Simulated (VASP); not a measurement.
Write the native input for VASP 6.6.1 that does the following.

- Task: single point
- Functional: PBE
- Potentials or basis: VASP PAW PBE potentials, release 64 (W_sv, C)
- Cutoff: 520 eV
- k mesh: 2 × 2 × 1
- Occupations: fermi-dirac, width 0.05 eV
- Spin: no spin polarisation
- Dipole correction: no
- Further INCAR settings: LREAL = Auto; ALGO = Normal; EDIFF = 1e-07; NBANDS = 88

The structure of W8C9 lies in POSCAR:

```
W8C9
1.0
    5.7958000000      0.0000000000      0.0000000000
   -2.8979000000      5.0193100000      0.0000000000
    0.0000000000      0.0000000000     15.2433500000
W C
8 9
Direct
    0.0000000000      0.0000000000      0.0656023774
    0.0203357635     -0.0123323724      0.2353157278
   -0.0000041442      0.5000089654      0.0656023774
    0.0201799480      0.4830942899      0.2528774843
    0.5000000000      0.0000000000      0.0656023774
    0.5035274658      0.0010160759      0.2645809484
    0.5000131096      0.5000089654      0.0656023774
    0.5218141898      0.5004074265      0.2609728177
    0.3015382703      0.1729719822      0.1433936766
    0.3027286398      0.1205544188      0.3503954183
    0.3426584837      0.6669243382      0.1561730197
    0.4353189540      0.7024471491      0.3387444361
    0.8419578921      0.1938712692      0.1380274021
    0.8905253414      0.1376882480      0.3377341595
    0.8135594972      0.6445108989      0.1618935470
    0.8769853187      0.6998969978      0.3445305658
    1.0321233790      0.9990616240      0.3867522559
```

The input as run:

INCAR

```
SYSTEM = W8C9
  ALGO = Normal
  EDIFF = 1E-7
  ENCUT = 520
  GGA = PE
  ISIF = 2
  ISMEAR = -1
  LASPH = .TRUE.
  LCHARG = .FALSE.
  LREAL = Auto
  LWAVE = .FALSE.
  NBANDS = 88
  NELM = 60
  PREC = Accurate
  SIGMA = 0.05
```

KPOINTS

```
k-points
0
G
  2 2 1
  0 0 0
```

Potentials or basis: VASP PAW PBE potentials, release 64 (W_sv, C).

Launch:

```bash
$ cat potpaw_PBE.64/W_sv/POTCAR potpaw_PBE.64/C/POTCAR > POTCAR
$ mpirun -np 1 vasp_std > vasp.out
```

Results of the run:

```json
{"Largest force": "5.822 eV/Å", "Band gap on the k mesh": "zero (bands 74 and 75 overlap by 0.20 eV)"}
```

Caveat: the k points lie up to 0.63 Å⁻¹ apart; the atoms stand as in a frame of molecular dynamics; spin-orbit coupling is left out, which moves the levels of the heavy elements.

Run time: 8.5 min on 1 thread of AMD EPYC 7R43 64-Core Processor (Zen 3), on a shared host, peak memory 0.56 GiB.
